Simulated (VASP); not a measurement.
Input of a VASP 6.6.1 run:

The input INCAR:

```
SYSTEM = Si3N4
PREC     = Accurate       ! precision mode
ENCUT    = 520            ! plane-wave cutoff, eV
EDIFF    = 1E-6           ! SCF threshold, eV
ISMEAR   = 0              ! smearing method
SIGMA    = 0.02           ! smearing width, eV
LREAL    = .False.        ! projectors in reciprocal space
LASPH    = .True.         ! aspherical terms in the spheres
NELM     = 100            ! most SCF steps
ALGO     = Normal         ! electronic algorithm
ISIF     = 2              ! what is computed and relaxed
LWAVE    = .False.        ! write WAVECAR
LCHARG   = .False.        ! write CHGCAR
GGA      = PS             ! functional
IBRION   = 2              ! ionic algorithm
NSW      = 50             ! ionic steps
EDIFFG   = -0.01          ! ionic threshold
```

The input KPOINTS:

```
Automatic mesh
0
Gamma
  6 6 6
  0 0 0
```

The input POSCAR:

```
Si3N4
1.0
   -3.2908409992      3.2908409992      3.2908409992
    3.2908409992     -3.2908409992      3.2908409992
    3.2908409992      3.2908409992     -3.2908409992
Si N
6 8
Direct
    0.2500000000      0.1250000000      0.8750000000
    0.8750000000      0.2500000000      0.1250000000
    0.7500000000      0.3750000000      0.6250000000
    0.6250000000      0.7500000000      0.3750000000
    0.1250000000      0.8750000000      0.2500000000
    0.3750000000      0.6250000000      0.7500000000
    0.5638666148      0.5638666148      0.5638666148
    0.4361333852      0.5000000000      0.0000000000
    0.5000000000      0.0000000000      0.9361333852
    0.0000000000      0.4361333852      0.5000000000
    0.9361333852      0.5000000000      0.0000000000
    0.0638666148      0.0638666148      0.0638666148
    0.0000000000      0.9361333852      0.5000000000
    0.5000000000      0.0000000000      0.4361333852
```

Potentials or basis: VASP PAW PBE potentials, release 64 (Si, N).

Command:

```sh
$ cat potpaw_PBE.64/Si/POTCAR potpaw_PBE.64/N/POTCAR > POTCAR
$ mpirun -np 1 vasp_std > vasp.out
```

**Question.** Predict the band gap on the k mesh.

**Answer.** 3.73 eV (least direct gap 3.95 eV).

**Question.** What does it give for the energy gained by relaxing?

**Answer.** 0.2 meV/atom.

Final structure:
```cif
data_structure
_symmetry_space_group_name_H-M 'P 1'
_symmetry_Int_Tables_number 1
_cell_length_a 5.6999
_cell_length_b 5.6999
_cell_length_c 5.6999
_cell_angle_alpha 109.471
_cell_angle_beta 109.471
_cell_angle_gamma 109.471
_cell_volume 142.55
loop_
_atom_site_label
_atom_site_type_symbol
_atom_site_fract_x
_atom_site_fract_y
_atom_site_fract_z
_atom_site_occupancy
Si1 Si 0.25000 0.12500 0.87500 1
Si2 Si 0.87500 0.25000 0.12500 1
Si3 Si 0.75000 0.37500 0.62500 1
Si4 Si 0.62500 0.75000 0.37500 1
Si5 Si 0.12500 0.87500 0.25000 1
Si6 Si 0.37500 0.62500 0.75000 1
N1 N 0.56574 0.56574 0.56574 1
N2 N 0.43426 0.50000 0.00000 1
N3 N 0.50000 0.00000 0.93426 1
N4 N 0.00000 0.43426 0.50000 1
N5 N 0.93426 0.50000 0.00000 1
N6 N 0.06574 0.06574 0.06574 1
N7 N 0.00000 0.93426 0.50000 1
N8 N 0.50000 0.00000 0.43426 1
```

 A k mesh can miss the band edges.
